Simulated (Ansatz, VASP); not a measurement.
One calculation of NbAl2B3, two programs

File INCAR:

```
SYSTEM = NbAl2B3
PREC = Accurate ; ENCUT = 600
EDIFF = 1E-6 ; ISMEAR = 0
SIGMA = 0.1 ; LREAL = .False.
LASPH = .True. ; NELM = 100
ALGO = Normal ; ISIF = 3
LWAVE = .False. ; LCHARG = .False.
GGA = PE ; IBRION = 2
NSW = 100 ; EDIFFG = -0.01
```

KPOINTS

```
regular mesh
0
Gamma
  10 10 12
  0 0 0
```

Contents of POSCAR:

```
NbAl2B3
1.0
    2.4526131353     -4.5014434034      0.0000000000
    2.4526131353      4.5014434034      0.0000000000
    0.0000000000      0.0000000000      2.9537271112
Al Nb B
2 1 3
Direct
    0.0000000000      0.5000000000      0.5000000000
    0.5000000000      0.0000000000      0.5000000000
    0.5000000000      0.5000000000      0.0000000000
    0.0993196658      0.9006803342      0.0000000000
    0.9006803342      0.0993196658      0.0000000000
    0.0000000000      0.0000000000      0.5000000000
```

Input for Ansatz:

```yaml
crystal:
  lattice:
    - [2.4526131353, -4.5014434034, 0.0]
    - [2.4526131353, 4.5014434034, 0.0]
    - [0.0, 0.0, 2.9537271112]
  atoms:
    - { symbol: Al, position: [0.0, 0.5, 0.5] }
    - { symbol: Al, position: [0.5, 0.0, 0.5] }
    - { symbol: Nb, position: [0.5, 0.5, 0.0] }
    - { symbol: B, position: [0.0993196658, 0.9006803342, 0.0] }
    - { symbol: B, position: [0.9006803342, 0.0993196658, 0.0] }
    - { symbol: B, position: [0.0, 0.0, 0.5] }
basis:
  ecutwfc: 420
kpoints:
  mp_grid: { grid: [10, 10, 12] }
hamiltonian:
  xc: pbe
scf:
  occupations: { method: gaussian, width: 0.1 }
output:
  forces: true
  stress: true
  eigenvalues: true
relax:
  adjacent_minimum: "off"
  f_tol: 0.01
  max_steps: 80
  cell: { stress_tol: 0.05 }
```

Change from the starting cell: species swapped into the CeGa2Cu3 type (Cmmm, No. 65).

Alike in both runs: task relaxation of cell and atoms; functional PBE; k mesh 10 × 10 × 12; occupations gaussian, width 0.1 eV; no spin polarisation.

|  | VASP | Ansatz |
| --- | --- | --- |
| version | VASP 6.6.1 | Ansatz 0.2.0 |
| potentials or method | VASP PAW PBE potentials, release 64 (Al, Nb_sv, B), cutoff 600 eV | scalar-relativistic, plane waves, PAW |
| valence electrons in the cell | 28 | 28 |

|  | VASP | Ansatz | Ansatz less VASP |
| --- | --- | --- | --- |
| gap on the k mesh at the Fermi level, each at its own relaxed structure (eV) | none | none | - |
| relaxed volume (Å³/atom) | 10.85 | 10.86 | +0.016 |
| relaxed length of the cell vector where the two differ most in proportion (Å) | 5.098 | 5.102 | +0.0038 |

A gap of «none» marks a metal or a gap that the smearing closes.
